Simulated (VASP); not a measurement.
# Sn (I4_1/amd) in VASP: a series of runs

Sn is run at these levels: PBEsol; tasks: relaxation of shape and atoms at fixed volume, relaxation of cell and atoms.

Program: VASP 6.6.1. These are calculated values, not measurements. Logs are shortened: lines on timing, memory, paths and dates and some standing lists are left out, and cuts for length are marked.

## 1. The cell of the first run

The structure is tetragonal, space group I4_1/amd (No. 141). The conventional cell has a = 5.761 Å, b = 5.761 Å, c = 3.142 Å, α = 90.00°, β = 90.00°, γ = 90.00°. Sn (site symmetry -4m2) has 10 Sn at 2.99 to 3.72 Å within 3.9 Å.

## 2. Relaxation of shape and atoms at fixed volume, PBEsol (26.07 Å³/atom)

INCAR

```
SYSTEM = Sn
ALGO = Fast
EDIFF = 1E-7
EDIFFG = -0.01
ENCUT = 600
GGA = PS
IBRION = 2
ISIF = 4
ISMEAR = 0
LASPH = .TRUE.
LCHARG = .FALSE.
LREAL = .FALSE.
LWAVE = .FALSE.
NELM = 80
NSW = 50
PREC = Accurate
SIGMA = 0.1
```

KPOINTS

```
k-points
0
G
  14 14 14
  0 0 0
```

POSCAR

```
Sn
1.0
   -2.8805050883      2.8805050883      1.5709543964
    2.8805050883     -2.8805050883      1.5709543964
    2.8805050883      2.8805050883     -1.5709543964
Sn
2
Direct
    0.7500000000      0.2500000000      0.5000000000
    0.0000000000      0.0000000000      0.0000000000
```

Potentials or basis: VASP PAW PBE potentials, release 64 (Sn_d).

Run with:

```bash
$ cat potpaw_PBE.64/Sn_d/POTCAR > POTCAR
$ mpirun -np 1 vasp_std > vasp.out
```

OUTCAR:

```text
SYSTEM = Sn
   EDIFF = 1E-7
   EDIFFG = -0.01
   ENCUT = 600
   GGA = PS
   IBRION = 2
   ISIF = 4
   ISMEAR = 0
   LASPH = .TRUE.
   LREAL = .FALSE.
   NELM = 80
   NSW = 50
   PREC = Accurate

 ion  position               nearest neighbor table
   1  0.750  0.250  0.500-   2 2.99   2 2.99   2 2.99   2 2.99   2 3.72   2 3.72   2 3.72   2 3.72

   2  0.000  0.000  0.000-   1 2.99   1 2.99   1 2.99   1 2.99   1 3.72   1 3.72   1 3.72   1 3.72

  LATTYP: Found a body centered tetragonal cell.
 ALAT       =     5.7610101766
 C/A-ratio  =     0.5453746299

  Lattice vectors:

 A1 = (  -2.8805050883,   2.8805050883,   1.5709543964)
 A2 = (   2.8805050883,  -2.8805050883,   1.5709543964)
 A3 = (   2.8805050883,   2.8805050883,  -1.5709543964)

Analysis of symmetry for initial positions (statically):
=====================================================================
 Subroutine PRICEL returns:
 Original cell was already a primitive cell.

 Routine SETGRP: Setting up the symmetry group for a
 body centered tetragonal supercell.

 Subroutine GETGRP returns: Found 16 space group operations
 (whereof  8 operations were pure point group operations)
 out of a pool of 16 trial point group operations.

The static configuration has the point symmetry D_2d.
 The point group associated with its full space group is D_4h.

Analysis of symmetry for dynamics (positions and initial velocities):
=====================================================================
 Subroutine PRICEL returns:
 Original cell was already a primitive cell.

 Routine SETGRP: Setting up the symmetry group for a
 body centered tetragonal supercell.

 Subroutine GETGRP returns: Found 16 space group operations
 (whereof  8 operations were pure point group operations)
 out of a pool of 16 trial point group operations.

The dynamic configuration has the point symmetry D_2d.
 The point group associated with its full space group is D_4h.

 Subroutine INISYM returns: Found 16 space group operations
 (whereof  8 operations are pure point group operations),
 and found     1 'primitive' translations

----------------------------------------------------------------------------------------

                                     Primitive cell

  volume of cell :      52.1388

  direct lattice vectors                    reciprocal lattice vectors
    -2.880505088  2.880505088  1.570954396     0.000000000  0.173580669  0.318277858
     2.880505088 -2.880505088  1.570954396     0.173580669  0.000000000  0.318277858
     2.880505088  2.880505088 -1.570954396     0.173580669  0.173580669  0.000000000

  length of vectors
     4.366064228  4.366064228  4.366064228     0.362534196  0.362534196  0.245480136

  position of ions in fractional coordinates (direct lattice)
     0.750000000  0.250000000  0.500000000
     0.000000000  0.000000000  0.000000000

  ion indices of the primitive-cell ions
   primitive index   ion index
                 1           1
                 2           2

----------------------------------------------------------------------------------------

 KPOINTS: k-points

Automatic generation of k-mesh.
 Grid dimensions read from file:
 generate k-points for:   14   14   14

 Generating k-lattice:

  Cartesian coordinates                     Fractional coordinates (reciprocal lattice)
     0.000000000  0.012398619  0.022734133     0.071428571 -0.000000000  0.000000000
     0.012398619  0.000000000  0.022734133    -0.000000000  0.071428571  0.000000000
     0.012398619  0.012398619  0.000000000     0.000000000  0.000000000  0.071428571

  Length of vectors
     0.025895300  0.025895300  0.017534295

  Shift w.r.t. Gamma in fractional coordinates (k-lattice)
     0.000000000  0.000000000  0.000000000

 Subroutine IBZKPT returns following result:
 ===========================================

 Found    244 irreducible k-points:

 Following reciprocal coordinates:
            Coordinates               Weight
  0.000000  0.000000  0.000000      1.000000
  0.071429  0.000000  0.000000      8.000000
  0.142857  0.000000 -0.000000      8.000000
  0.214286 -0.000000  0.000000      8.000000
  0.285714  0.000000  0.000000      8.000000
  0.357143  0.000000 -0.000000      8.000000
[... 16 lines left out ...]
  0.214286  0.142857 -0.000000     16.000000
  0.285714  0.142857 -0.000000     16.000000
 [... further k-points ...]
   k-points           NKPTS =    244   k-points in BZ     NKDIM =    244   number of bands    NBANDS=     18
   number of dos      NEDOS =    301   number of ions     NIONS =      2
   total plane-waves  NPLWV =  46656
   dimension x,y,z NGX =    36 NGY =   36 NGZ =   36
   dimension x,y,z NGXF=    72 NGYF=   72 NGZF=   72
   ions per type =               2
   NGX,Y,Z   is equivalent  to a cutoff of  13.71, 13.71, 13.71 a.u.
   NGXF,Y,Z  is equivalent  to a cutoff of  27.42, 27.42, 27.42 a.u.
 SYSTEM =  Sn
   PREC   = accura    normal or accurate (medium, high low for compatibility)
   ISTART =      0    job   : 0-new  1-cont  2-samecut
   ICHARG =      2    charge: 1-file 2-atom 10-const
   ISPIN  =      1    spin polarized calculation?
   LNONCOLLINEAR =      F non collinear calculations
   LSORBIT =      F    spin-orbit coupling
   LASPH  =      T    aspherical Exc in radial PAW
   ENCUT  =  600.0 eV  44.10 Ry    6.64 a.u.   8.72  8.72  8.72*2*pi/ulx,y,z
   NELM   =     80;   NELMIN=  2; NELMDL= -5     # of ELM steps
   EDIFF  = 0.1E-06   stopping-criterion for ELM
   LREAL  =      F    real-space projection
   EDIFFG = -.1E-01   stopping-criterion for IOM
   NSW    =     50    number of steps for IOM
   IBRION =      2    ionic relax: 0-MD 1-quasi-New 2-CG
   NFREE  =      1    steps in history (QN), initial steepest desc. (CG)
   ISIF   =      4    stress and relaxation
   ISYM   =      2    0-nonsym 1-usesym 2-fastsym
   POTIM  = 0.5000    time-step for ionic-motion
   TEBEG  =    0.0;   TEEND  =   0.0 temperature during run
   PSTRESS=    0.0 pullay stress
   NELECT =      28.0000    total number of electrons
   NUPDOWN=      -1.0000    fix difference up-down
   EMIN   =  10.00;   EMAX   =-10.00  energy-range for DOS
   EFERMI =   0.00;   METHOD = LEGACY
   ISMEAR =     0;   SIGMA  =   0.10  broadening in eV -4-tet -1-fermi 0-gaus
   EFERMI_NEDOS =   21; number of points for ismear=-14 and -15
   IALGO  =     68    algorithm
   IMIX   =      4    mixing-type and parameters
     AMIX     =   0.40;   BMIX     =  1.00
     AMIX_MAG =   1.60;   BMIX_MAG =  1.00
  volume/ion in A,a.u.               =      26.07       175.92
  Fermi-wavevector in a.u.,A,eV,Ry     =   1.330681  2.514622 24.091991  1.770711
  Thomas-Fermi vector in A             =   2.459749
   LORBIT       =      0    0 simple, 1 ext, 2 COOP (PROOUT), +10 PAW based schemes
   GGA     = PS    functional components
   LHFCALC =     F    Hartree Fock is set to
   AEXX    =    0.0000 exact exchange contribution
   IVDW    =     0    specifies the selected vdW correction
   LEPSILON=     F    determine dielectric tensor
   LRPA    =     F    only Hartree local field effects (RPA)
 conjugate gradient relaxation of ions
 non-spin polarized calculation
 RMM-DIIS sequential band-by-band and
 Gauss-broadening in eV      SIGMA  =   0.10
  energy-cutoff  :      600.00
  volume of cell :       52.14
 maximum number of plane-waves:      1767
   NGX = 17   NGY = 17   NGZ = 17

 number of electron      28.0000013 magnetization

 Free energy of the ion-electron system (eV)
  ---------------------------------------------------
  ext. energy  EPLUGINS =         0.00000000
  ---------------------------------------------------
  free energy    TOTEN  =        -8.50960888 eV

  energy without entropy =       -8.50422943  energy(sigma->0) =       -8.50691915

 E-fermi :   8.3043     XC(G=0): -10.6419

 val. band max:        8.2951846002   @ k =   0.2143   0.0714   0.0714
 cond. band min:       8.3068902317   @ k =   0.2857   0.1429  -0.0000
 fundamental gap:      0.0117056315
 Fermi energy:         8.3043055622

 k-point     1 :       0.0000    0.0000    0.0000
  band No.  band energies     occupation
      1     -13.2976      2.00000
      2     -13.1953      2.00000
      3     -13.1577      2.00000
      4     -13.1356      2.00000
      5     -12.9659      2.00000
      6     -12.9659      2.00000
[... 10 lines left out ...]
     17      14.7494      0.00000
     18      15.4271      0.00000

 k-point     2 :       0.0714    0.0000    0.0000
  band No.  band energies     occupation
      1     -13.2940      2.00000
      2     -13.1838      2.00000
      3     -13.1533      2.00000
      4     -13.1219      2.00000
      5     -12.9749      2.00000
      6     -12.9738      2.00000
[... 10 lines left out ...]
     17      14.6014      0.00000
     18      14.7350      0.00000

 k-point     3 :       0.1429    0.0000   -0.0000
  band No.  band energies     occupation
      1     -13.2830      2.00000
      2     -13.1529      2.00000
      3     -13.1411      2.00000
      4     -13.0877      2.00000
      5     -12.9950      2.00000
      6     -12.9843      2.00000
[... 10 lines left out ...]
     17      12.9226      0.00000
     18      13.9087      0.00000

 k-point     4 :       0.2143   -0.0000    0.0000
  band No.  band energies     occupation
      1     -13.2662      2.00000
      2     -13.1236      2.00000
      3     -13.1153      2.00000
      4     -13.0576      2.00000
      5     -13.0194      2.00000
      6     -12.9798      2.00000
[... 375 lines left out ...]
      4     -13.0394      2.00000
      5     -13.0199      2.00000
      6     -13.0078      2.00000
[... 10 lines left out ...]
     17      12.5258      0.00000
     18      12.7584      0.00000

 k-point    23 :       0.2143    0.1429   -0.0000
  band No.  band energies     occupation
      1     -13.2453      2.00000
      2     -13.1021      2.00000
      3     -13.0945      2.00000
      4     -13.0443      2.00000
      5     -13.0380      2.00000
      6     -13.0199      2.00000
[... 10 lines left out ...]
     17      11.7840      0.00000
     18      12.2195      0.00000

 k-point    24 :       0.2857    0.1429   -0.0000
  band No.  band energies     occupation
      1     -13.2335      2.00000
      2     -13.1146      2.00000
      3     -13.0815      2.00000
      4     -13.0707      2.00000
      5     -13.0318      2.00000
      6     -13.0278      2.00000
[... 10 lines left out ...]
     17      11.2203      0.00000
     18      12.4929      0.00000

 [... further k-points ...]
[... 5 lines left out ...]
  --------------------------------------------------------------------------------------
  -------------------------------------------------------------------------------------
  Total        0.6331701      0.6331701      0.6246204      0.0000000      0.0000000      0.0000000
  in kB       19.4567410     19.4567410     19.1940169      0.0000000      0.0000000      0.0000000
  external PRESSURE =      19.3691663 kB  Pullay stress =       0.0000000 kB

 VOLUME and BASIS-vectors are now :
 -----------------------------------------------------------------------------
  energy-cutoff  :      600.00
  volume of cell :       52.14
      direct lattice vectors                 reciprocal lattice vectors
    -2.880505088  2.880505088  1.570954396     0.000000000  0.173580669  0.318277858
     2.880505088 -2.880505088  1.570954396     0.173580669  0.000000000  0.318277858
     2.880505088  2.880505088 -1.570954396     0.173580669  0.173580669  0.000000000

 POSITION                                       TOTAL-FORCE (eV/Angst)
 -----------------------------------------------------------------------------------
     -0.00000      2.88051      0.78548         0.000000     -0.000000     -0.000000
      0.00000      0.00000      0.00000        -0.000000      0.000000      0.000000
 -----------------------------------------------------------------------------------
    total drift:                               -0.000000      0.000000     -0.000000

  FREE ENERGIE OF THE ION-ELECTRON SYSTEM (eV)
  ---------------------------------------------------
  free  energy   TOTEN  =        -8.5096088826 eV

  energy  without entropy=       -8.5042294269  energy(sigma->0) =       -8.50691915

 reached required accuracy - stopping structural energy minimisation
```

Run time: 3.4 min. Hardware: 1 thread of Intel Xeon Platinum 8488C (Sapphire Rapids), shared host; peak memory 0.37 GiB.

What came out:

- Free energy: -8.5096 eV
- Pressure after relaxing: 1.9 GPa
- Band gap on the k mesh: zero (bands 14 and 15 overlap by 4.27 eV)

Final structure:
```cif
data_structure
_symmetry_space_group_name_H-M 'P 1'
_symmetry_Int_Tables_number 1
_cell_length_a 4.3661
_cell_length_b 4.3661
_cell_length_c 4.3661
_cell_angle_alpha 97.439
_cell_angle_beta 97.439
_cell_angle_gamma 137.823
_cell_volume 52.14
loop_
_atom_site_label
_atom_site_type_symbol
_atom_site_fract_x
_atom_site_fract_y
_atom_site_fract_z
_atom_site_occupancy
Sn1 Sn 0.75000 0.25000 0.50000 1
Sn2 Sn 0.00000 0.00000 0.00000 1
```

Caveat: the relaxation stopped at its first step, so nothing moved; the PAW data sets were made with another functional, which shifts forces and pressure a little; spin-orbit coupling is left out, which moves the levels of the heavy elements.

## 3. Relaxation of cell and atoms, PBEsol

This run uses another cell than the first one, of 27.65 Å³/atom.

INCAR

```
ALGO = Fast
EDIFF = 1E-6
EDIFFG = -0.005
ENCUT = 600
GGA = PS
IBRION = 2
ISIF = 3
ISMEAR = 0
LASPH = T
LCHARG = F
LREAL = F
LWAVE = F
NELM = 60
NSW = 100
PREC = Accurate
SIGMA = 0.1
```

KPOINTS

```
k-points
0
Gamma
  14 14 14
```

POSCAR

```
Sn
1.0
   -2.9401404553      2.9401404553      1.5993019889
    2.9401404553     -2.9401404553      1.5993019889
    2.9401404553      2.9401404553     -1.5993019889
Sn
2
Direct
    0.7500000000      0.2500000000      0.5000000000
    0.0000000000      0.0000000000      0.0000000000
```

Potentials or basis: VASP PAW PBE potentials, release 64 (Sn_d).

Run with:

```bash
$ cat potpaw_PBE.64/Sn_d/POTCAR > POTCAR
$ mpirun -np 1 vasp_std > vasp.out
```

It took 12 min on 1 thread of Intel Xeon Platinum 8488C (Sapphire Rapids), shared host; peak memory 0.39 GiB.

Results (log left out):

```
Free energy                           : -8.5189 eV
Relaxed volume                        : 26.87 Å³/atom
Relaxed cell                          : a = 4.409 Å, b = 4.409 Å, c = 4.409 Å, α = 97.45°, β = 97.45°, γ = 137.77°
Space group after relaxing (to 0.1 Å) : I4_1/amd (No. 141)
Energy gained by relaxing             : 3.7 meV/atom
Ionic steps                           : 7
Pressure after relaxing               : 0.0 GPa
Band gap on the k mesh                : zero (bands 14 and 15 overlap by 4.10 eV)
```

Step by step:
```
step  energy change (eV)  largest force (eV/Å)  pressure (GPa)  volume (Å³)
   1              0.0000                0.0000           -1.44        55.30
   2             -0.0069                0.0000            0.43        53.34
   3             -0.0074                0.0000            0.01        53.73
   4             -0.0074                0.0000           -0.07        53.76
   5             -0.0075                0.0000            0.00        53.76
   6             -0.0075                0.0000            0.03        53.74
   7             -0.0075                0.0000           -0.01        53.75
```

Final structure:
```yaml
crystal:
  lattice:
    - [-2.90859, 2.90859, 1.58826]
    - [2.90859, -2.90859, 1.58826]
    - [2.90859, 2.90859, -1.58826]
  atoms:
    - { symbol: Sn, position: [0.75000, 0.25000, 0.50000] }
    - { symbol: Sn, position: [0.00000, 0.00000, 0.00000] }
```

Levels at points of the mesh, in eV from the Fermi level:
```tsv
k point	band 10	band 11	band 12	band 13	band 14	band 15	band 16	band 17	band 18
(0.00, 0.00, 0.00)	-21.03	-11.21	-3.59	-1.98	-1.98	2.96	6.30	6.30	6.88
(0.50, 0.00, 0.00)	-21.10	-6.96	-5.44	-2.31	-1.70	-1.16	2.23	2.88	4.75
(0.50, 0.50, 0.00)	-21.16	-8.94	-8.94	0.62	0.62	1.61	1.61	6.02	6.02
(0.50, 0.50, 0.50)	-21.23	-7.56	-7.56	-4.86	-4.86	5.03	5.03	9.52	9.52
```

Caveat: the PAW data sets were made with another functional, which shifts forces and pressure a little; spin-orbit coupling is left out, which moves the levels of the heavy elements.

(Part 1 of 2 ends here.)
